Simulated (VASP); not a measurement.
# SrO: relaxation of cell and atoms with PBEsol

The system is SrO.

```
CELL_PARAMETERS angstrom
0.00000 2.56630 2.56630
2.56630 0.00000 2.56630
2.56630 2.56630 0.00000
ATOMIC_POSITIONS crystal
Sr 0.50000 0.50000 0.50000
O 0.00000 0.00000 0.00000
```

| Property | Result |
| --- | --- |
| Program | VASP 6.6.1 |
| Task | relaxation of cell and atoms |
| Functional | PBEsol |
| Potentials or basis | VASP PAW PBE potentials, release 64 (Sr_sv, O) |
| Cutoff | 600 eV |
| k mesh | 9 × 9 × 9 |
| Occupations | fermi-dirac, width 0.05 eV |
| Spin | no spin polarisation |
| Dipole correction | no |
| Further INCAR settings | ALGO = Normal; EDIFF = 1e-07; IBRION = 2; EDIFFG = -0.005; NSW = 80; ISIF = 3 |

```json
{
  "Pressure after relaxing": "0.0 GPa",
  "Band gap on the k mesh": "3.21 eV (least direct gap 3.30 eV)"
}
```

Final structure:
```
CELL_PARAMETERS angstrom
0.00000 2.56630 2.56630
2.56630 0.00000 2.56630
2.56630 2.56630 0.00000
ATOMIC_POSITIONS crystal
Sr 0.50000 0.50000 0.50000
O 0.00000 0.00000 0.00000
```

Levels at points of the mesh, in eV from the valence-band top:
```csv
k point,band 5,band 6,band 7,band 8,band 9,band 10,band 11,band 12
"(0.00, 0.00, 0.00)",-13.86,0.00,0.00,0.00,3.86,6.17,6.17,6.17
```

Run time: 24 s on 1 thread of Intel(R) Xeon(R) 6975P-C (Granite Rapids) (shared host), peak memory 0.18 GiB.

Caveat: the relaxation stopped at its first step, so nothing moved; the PAW data sets were made with another functional, which shifts forces and pressure a little; an odd mesh through Γ misses points on the zone boundary, where band edges can lie.
